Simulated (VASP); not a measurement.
# Ru: single point with PBE

Ru:

```
CELL_PARAMETERS angstrom
0.10002 1.90747 1.90747
1.90747 0.10002 1.90747
1.90747 1.90747 0.10002
ATOMIC_POSITIONS crystal
Ru 0.00000 0.00000 0.00000
```

- Program: VASP 6.6.1
- Task: single point
- Functional: PBE
- Potentials or basis: VASP PAW PBE potentials, release 64 (Ru_pv)
- Cutoff: 520 eV
- k mesh: 20 × 20 × 20
- Occupations: gaussian, width 0.15 eV
- Spin: no spin polarisation

The pressure is 32.2 GPa and the band gap on the k mesh is zero (band 7 reaches 16.31 eV, above the bottom of band 8 at 12.43 eV).

Stress tensor (GPa, compression positive):
```
 32.18 -16.51 -16.51
-16.51  32.18 -16.51
-16.51 -16.51  32.18
```

Levels at points of the mesh, in eV from the Fermi level:
```csv
k point,band 3,band 4,band 5,band 6,band 7,band 8,band 9,band 10,band 11,band 12
"(0.00, 0.00, 0.00)",-42.38,-8.26,-3.66,-2.54,-2.54,-0.03,-0.03,10.48,14.90,19.59
"(0.50, 0.00, 0.00)",-42.63,-6.58,-3.72,-2.35,1.41,1.46,2.43,10.48,11.37,14.47
"(0.50, 0.50, 0.00)",-42.83,-6.98,-6.49,1.68,2.42,2.70,3.92,10.48,12.99,14.72
"(0.50, 0.50, 0.50)",-42.49,-6.55,-2.82,-2.82,0.20,1.73,1.73,9.62,10.48,15.23
```

Run time: 58 s on 1 thread of Intel(R) Xeon(R) Platinum 8559C (Emerald Rapids) (shared host), peak memory 0.23 GiB.
